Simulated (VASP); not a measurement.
## BaTiO3: single point with PBE

Crystal: BaTiO3.

```xyz
5
Lattice="4.0459 0.0000 0.0000 0.0000 4.0459 0.0000 0.0000 0.0000 4.0459" Properties=species:S:1:pos:R:3 pbc="T T T"
Ba    2.0229    2.0229    2.0229
Ti    0.0000    0.0000    0.0000
O     2.0229    0.0000    0.0000
O     0.0000    2.0229    0.0000
O     0.0000    0.0000    2.0229
```

```yaml
Program: VASP 6.6.1
Task: single point
Functional: PBE
Potentials_or_basis: VASP PAW PBE potentials, release 64 (Ba_sv, Ti_sv, O)
Cutoff: 520 eV
k_mesh: 6 × 6 × 6
Occupations: gaussian, width 0.05 eV
Spin: no spin polarisation
```

```json
{
  "Pressure": "-1.5 GPa",
  "Band gap on the k mesh": "1.68 eV (least direct gap 1.85 eV)"
}
```

Levels at points of the mesh, in eV from the valence-band top:
```
           k point  band 18  band 19  band 20  band 21  band 22  band 23
(0.00, 0.00, 0.00)    -0.17    -0.17    -0.17     1.68     1.68     1.68
(0.50, 0.00, 0.00)    -1.79    -0.71    -0.71     1.82     3.32     3.32
(0.50, 0.50, 0.00)    -0.89    -0.89    -0.09     3.33     3.33     3.73
(0.50, 0.50, 0.50)     0.00     0.00     0.00     3.96     3.96     3.96
```

Run time: 35 s on 1 thread of Intel(R) Xeon(R) Platinum 8488C (Sapphire Rapids) (shared host), peak memory 0.19 GiB.

Caveat: spin-orbit coupling is left out, which moves the levels of the heavy elements. A k mesh can miss the band edges.
